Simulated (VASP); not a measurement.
# Be in VASP: further runs

The runs below take Be through single point, with PBE.

Everything below comes from runs of VASP 6.6.1. Logs are shortened: lines on timing, memory, paths and dates and some standing lists are left out, and cuts for length are marked.

## 1. The cell of the first run

The structure is monoclinic, space group C2/m (No. 12). Conventional cell: a = 9.945 Å, b = 2.197 Å, c = 5.311 Å, α = 90.00°, β = 116.71°, γ = 90.00°. Within 2.9 Å of Be (site symmetry m) lie 11 Be at 2.16 to 2.27 Å. Within 2.8 Å of Be (site symmetry m) lie 10 Be at 2.13 to 2.27 Å. Be (site symmetry m) has 11 Be at 2.20 to 2.25 Å within 2.9 Å.

## 2. Single point, PBE

Input file INCAR:

```
SYSTEM = Be
PREC     = Accurate       ! precision mode
ENCUT    = 520            ! plane-wave cutoff, eV
EDIFF    = 1E-6           ! SCF threshold, eV
ISMEAR   = 0              ! smearing method
SIGMA    = 0.1            ! smearing width, eV
LREAL    = .False.        ! projectors in reciprocal space
LASPH    = .True.         ! aspherical terms in the spheres
NELM     = 80             ! most SCF steps
ALGO     = Fast           ! electronic algorithm
ISIF     = 2              ! what is computed and relaxed
LWAVE    = .False.        ! write WAVECAR
LCHARG   = .True.         ! write CHGCAR
GGA      = PE             ! functional
LELF     = .True.         ! ELF
LVHAR    = .True.       
NBANDS   = 15             ! bands
```

Input file KPOINTS:

```
regular mesh
0
Gamma
  18 18 8
  0 0 0
```

Input file POSCAR:

```
Be
1.0
    4.9722647482     -1.0987054477      0.0005591156
    4.9722647482      1.0987054477      0.0005591156
   -2.3876063351      0.0000000000      4.7438598677
Be
6
Direct
    0.9721890225      0.9721890225      0.2783224786
    0.6190509623      0.6190509623      0.1206879809
    0.6792064736      0.6792064736      0.5795664707
    0.0278109775      0.0278109775      0.7216775214
    0.3809490377      0.3809490377      0.8793120191
    0.3207935264      0.3207935264      0.4204335293
```

Potentials or basis: VASP PAW PBE potentials, release 64 (Be).

The run is started by

```bash
$ cat potpaw_PBE.64/Be/POTCAR > POTCAR
$ mpirun -np 1 vasp_std > vasp.out
```

OUTCAR:

```text
SYSTEM = Be
   PREC = Accurate
   ENCUT = 520
   EDIFF = 1E-6
   ISMEAR = 0
   LREAL = .False.
   LASPH = .True.
   NELM = 80
   ISIF = 2
   GGA = PE

 ion  position               nearest neighbor table
   1  0.972  0.972  0.278-   4 2.16   5 2.19   5 2.19   3 2.25   3 2.25   6 2.25   6 2.25   2 2.27
                             2 2.27
   2  0.619  0.619  0.121-   5 2.13   4 2.19   4 2.19   6 2.21   6 2.21   3 2.23   1 2.27   1 2.27

   3  0.679  0.679  0.580-   5 2.21   5 2.21   6 2.23   6 2.23   2 2.23   1 2.25   1 2.25   4 2.25
                             4 2.25
   4  0.028  0.028  0.722-   1 2.16   2 2.19   2 2.19   6 2.25   6 2.25   3 2.25   3 2.25   5 2.27
                             5 2.27
   5  0.381  0.381  0.879-   2 2.13   1 2.19   1 2.19   3 2.21   3 2.21   6 2.23   4 2.27   4 2.27

   6  0.321  0.321  0.420-   2 2.21   2 2.21   3 2.23   3 2.23   5 2.23   4 2.25   4 2.25   1 2.25
                             1 2.25

  LATTYP: Found a base centered monoclinic cell.
 ALAT       =     9.9445295593
 B/A-ratio  =     0.2209668021
 C/A-ratio  =     0.5340449488
 COS(beta)  =    -0.4494730174

  Lattice vectors:

 A1 = (   4.9722647482,  -1.0987054477,   0.0005591156)
 A2 = (   4.9722647482,   1.0987054477,   0.0005591156)
 A3 = (  -2.3876063351,   0.0000000000,   4.7438598677)

Analysis of symmetry for initial positions (statically):
=====================================================================
 Subroutine PRICEL returns:
 Original cell was already a primitive cell.

 Routine SETGRP: Setting up the symmetry group for a
 base centered monoclinic supercell.

 Subroutine GETGRP returns: Found  4 space group operations
 (whereof  4 operations were pure point group operations)
 out of a pool of  4 trial point group operations.

The static configuration has the point symmetry C_2h.

Analysis of symmetry for dynamics (positions and initial velocities):
=====================================================================
 Subroutine PRICEL returns:
 Original cell was already a primitive cell.

 Routine SETGRP: Setting up the symmetry group for a
 base centered monoclinic supercell.

 Subroutine GETGRP returns: Found  4 space group operations
 (whereof  4 operations were pure point group operations)
 out of a pool of  4 trial point group operations.

The dynamic configuration has the point symmetry C_2h.

 Subroutine INISYM returns: Found  4 space group operations
 (whereof  4 operations are pure point group operations),
 and found     1 'primitive' translations

[... 120 lines left out ...]
   IMIX   =      4    mixing-type and parameters
     AMIX     =   0.40;   BMIX     =  1.00
     AMIX_MAG =   1.60;   BMIX_MAG =  1.00
  volume/ion in A,a.u.               =       8.64        58.30
  Fermi-wavevector in a.u.,A,eV,Ry     =   1.005220  1.899591 13.748251  1.010468
  Thomas-Fermi vector in A             =   2.137886
   LORBIT       =      0    0 simple, 1 ext, 2 COOP (PROOUT), +10 PAW based schemes
   GGA     = PE    functional components
   LHFCALC =     F    Hartree Fock is set to
   AEXX    =    0.0000 exact exchange contribution
   IVDW    =     0    specifies the selected vdW correction
   LEPSILON=     F    determine dielectric tensor
   LRPA    =     F    only Hartree local field effects (RPA)
 non-spin polarized calculation
 RMM-DIIS sequential band-by-band and
 Gauss-broadening in eV      SIGMA  =   0.10
  energy-cutoff  :      520.00
  volume of cell :       51.83
 maximum number of plane-waves:      1419
 NGX is ok and might be reduce to    40

 number of electron      12.0000000 magnetization

 Free energy of the ion-electron system (eV)
  ---------------------------------------------------
  ext. energy  EPLUGINS =         0.00000000
  ---------------------------------------------------
  free energy    TOTEN  =       -21.72584388 eV

  energy without entropy =      -21.72011443  energy(sigma->0) =      -21.72297915

 E-fermi :   5.5335     XC(G=0): -10.2389

 val. band max:        5.5326010169   @ k =  -0.3333   0.4444   0.3750
 cond. band min:       5.5340111601   @ k =  -0.0556   0.0556   0.5000
 fundamental gap:      0.0014101432
 Fermi energy:         5.5335288537

 k-point     1 :       0.0000    0.0000    0.0000
  band No.  band energies     occupation
      1      -4.7634      2.00000
      2      -0.3161      2.00000
      3      -0.0634      2.00000
      4       0.2717      2.00000
      5       1.6065      2.00000
      6       1.8210      2.00000
      7       2.5320      2.00000
      8      12.0675      0.00000
      9      12.2737      0.00000
     10      12.7430      0.00000
     11      13.6796      0.00000
     12      15.8243      0.00000
     13      15.9975      0.00000
     14      17.6482      0.00000
[... 401 lines left out ...]
      2       1.1282      2.00000
      3       1.6314      2.00000
      4       2.2227      2.00000
      5       3.1428      2.00000
      6       3.7171      2.00000
      7       4.7279      2.00000
      8       9.2054      0.00000
      9      10.4216      0.00000
     10      11.6439      0.00000
     11      12.8914      0.00000
     12      13.8107      0.00000
     13      15.0996      0.00000
     14      15.5587      0.00000
     15      15.9534      0.00000

 [... further k-points ...]

------------------------ aborting loop because EDIFF is reached ----------------------------------------

  FORCE on cell =-STRESS in cart. coord.  units (eV):
  Direction    XX          YY          ZZ          XY          YZ          ZX
  --------------------------------------------------------------------------------------
  -------------------------------------------------------------------------------------
  Total        0.0466391      0.0458563      0.0421574      0.0000000      0.0000000      0.0078509
  in kB        1.4415786      1.4173842      1.3030532      0.0000000      0.0000000      0.2426642
  external PRESSURE =       1.3873387 kB  Pullay stress =       0.0000000 kB

 VOLUME and BASIS-vectors are now :
 -----------------------------------------------------------------------------
  energy-cutoff  :      520.00
  volume of cell :       51.83
      direct lattice vectors                 reciprocal lattice vectors
     4.972264748 -1.098705448  0.000559116     0.100552108 -0.455081024  0.050608335
     4.972264748  1.098705448  0.000559116     0.100552108  0.455081024  0.050608335
    -2.387606335  0.000000000  4.743859868    -0.000023702  0.000000000  0.210786877

 POSITION                                       TOTAL-FORCE (eV/Angst)
 -----------------------------------------------------------------------------------
      9.00344      0.00000      1.32141        -0.002089      0.000000      0.001537
      5.86802      0.00000      0.57322         0.006303      0.000000      0.000655
      5.37061      0.00000      2.75014        -0.003168      0.000000      0.004032
     -1.44651      0.00000      3.42357         0.002089      0.000000     -0.001537
      1.68891      0.00000      4.17176        -0.006303      0.000000     -0.000655
      2.18631      0.00000      1.99484         0.003168      0.000000     -0.004032
 -----------------------------------------------------------------------------------
    total drift:                                0.000000     -0.000000     -0.000000

  FREE ENERGIE OF THE ION-ELECTRON SYSTEM (eV)
  ---------------------------------------------------
  free  energy   TOTEN  =       -21.7258438753 eV

  energy  without entropy=      -21.7201144281  energy(sigma->0) =      -21.72297915
```

OSZICAR:

```text
N       E                     dE             d eps       ncg     rms          rms(c)
DAV:   1     0.434645074784E+01    0.43465E+01   -0.46681E+03 20850   0.667E+02
DAV:   2    -0.213739815922E+02   -0.25720E+02   -0.24049E+02 27430   0.119E+02
DAV:   3    -0.221883539313E+02   -0.81437E+00   -0.80616E+00 29937   0.162E+01
DAV:   4    -0.221926230367E+02   -0.42691E-02   -0.42678E-02 25514   0.137E+00
DAV:   5    -0.221926487561E+02   -0.25719E-04   -0.25718E-04 30174   0.930E-02    0.252E+00
RMM:   6    -0.218259620511E+02    0.36669E+00   -0.15810E-01 21182   0.191E+00    0.144E+00
RMM:   7    -0.217303525370E+02    0.95610E-01   -0.10654E-01 22870   0.131E+00    0.450E-01
RMM:   8    -0.217258889252E+02    0.44636E-02   -0.73872E-03 24709   0.447E-01    0.702E-02
RMM:   9    -0.217258370651E+02    0.51860E-04   -0.94279E-04 25883   0.147E-01    0.241E-02
RMM:  10    -0.217258424492E+02   -0.53841E-05   -0.10369E-04 25453   0.681E-02    0.798E-03
RMM:  11    -0.217258434142E+02   -0.96500E-06   -0.20011E-05 26844   0.236E-02    0.215E-03
RMM:  12    -0.217258438753E+02   -0.46113E-06   -0.23625E-06 23171   0.110E-02
   1 F= -.21725844E+02 E0= -.21722979E+02  d E =-.572945E-02
```

Wall time 13 min (1 thread of Intel Xeon Platinum 8259CL at 2.50GHz (Skylake/Cascade Lake), shared host); peak memory 0.54 GiB.

Results:

* Free energy: -21.7258 eV
* Pressure: 0.1 GPa
* Largest force: 0.006 eV/Å
* Band gap on the k mesh: zero (bands 6 and 7 overlap by 4.61 eV)

Forces in eV/Å, atoms in the order of the input:
```
Be  -0.002  0.000  0.002
Be   0.006  0.000  0.001
Be  -0.003  0.000  0.004
Be   0.002  0.000 -0.002
Be  -0.006  0.000 -0.001
Be   0.003  0.000 -0.004
```

## 3. Single point, PBE

This run uses another cell than the first one, of the same volume but with other edges.

Input file INCAR:

```
  PREC = Accurate
  ENCUT = 520
  EDIFF = 1E-6
  ISMEAR = 0
  SIGMA = 0.1
  LREAL = F
  LASPH = T
  NELM = 60
  ALGO = Fast
  ISIF = 2
  LWAVE = F
  LCHARG = T
  GGA = PE
  LELF = T
  LVHAR = T
  NBANDS = 15
```

Input file KPOINTS:

```
regular mesh
0
Gamma
  12 12 12
```

Input file POSCAR:

```
Be
1.0
    0.1321737068     -0.0695961561      2.1909601222
   -4.3426237641     -2.5008655869     -0.9174592346
    4.4607717260     -2.8606922893     -0.3614847381
Be
6
Direct
    1.0281462672      0.5563153381      0.7217851601
    0.3807462059      0.2615687384      0.8788138613
    0.3208022888      0.1414849266      0.4204839952
   -0.0281566489      0.4436816270      0.2782109913
    0.6192613649      0.7384380561      0.1211797084
    0.6792005220      0.8585113137      0.5795262838
```

Potentials or basis: VASP PAW PBE potentials, release 64 (Be).

The run is started by

```bash
$ cat potpaw_PBE.64/Be/POTCAR > POTCAR
$ mpirun -np 1 vasp_std > vasp.out
```

Run time: 11 min. Hardware: 1 thread of Oxide Virtual Turin-like, shared host; peak memory 0.52 GiB.

The run converged. Its results:

| Item | Value |
| --- | --- |
| Free energy | -21.7211 eV |
| Pressure | 0.2 GPa |
| Largest force | 0.005 eV/Å |
| Band gap on the k mesh | zero (bands 6 and 7 overlap by 4.43 eV) |

Forces in eV/Å, atoms in the order of the input:
```
Be  -0.004  0.000 -0.001
Be   0.005  0.002  0.000
Be  -0.003  0.001  0.000
Be   0.004  0.000  0.001
Be  -0.004 -0.002  0.000
Be   0.003 -0.001  0.000
```

Levels at points of the mesh, in eV from the Fermi level:
```csv
k point,band 3,band 4,band 5,band 6,band 7,band 8,band 9,band 10
"(0.00, 0.00, 0.00)",-5.61,-5.28,-3.94,-3.73,-3.03,6.50,6.74,7.20
"(0.50, 0.00, 0.00)",-3.10,-2.20,-1.08,0.45,1.98,2.65,3.61,4.41
"(0.00, 0.50, 0.00)",-6.29,-5.79,-3.13,-0.69,0.66,2.28,3.59,5.60
"(0.50, 0.50, 0.00)",-3.10,-2.20,-1.09,0.45,1.98,2.65,3.61,4.41
"(0.00, 0.00, 0.50)",-5.68,-5.45,-2.31,-1.98,-0.36,3.05,3.10,3.31
"(0.50, 0.00, 0.50)",-3.48,-2.45,-2.13,-0.57,2.25,3.89,4.00,4.54
"(0.00, 0.50, 0.50)",-6.41,-6.06,-2.07,-1.47,-0.12,3.34,4.45,5.50
"(0.50, 0.50, 0.50)",-3.48,-2.45,-2.14,-0.57,2.25,3.89,4.00,4.54
```
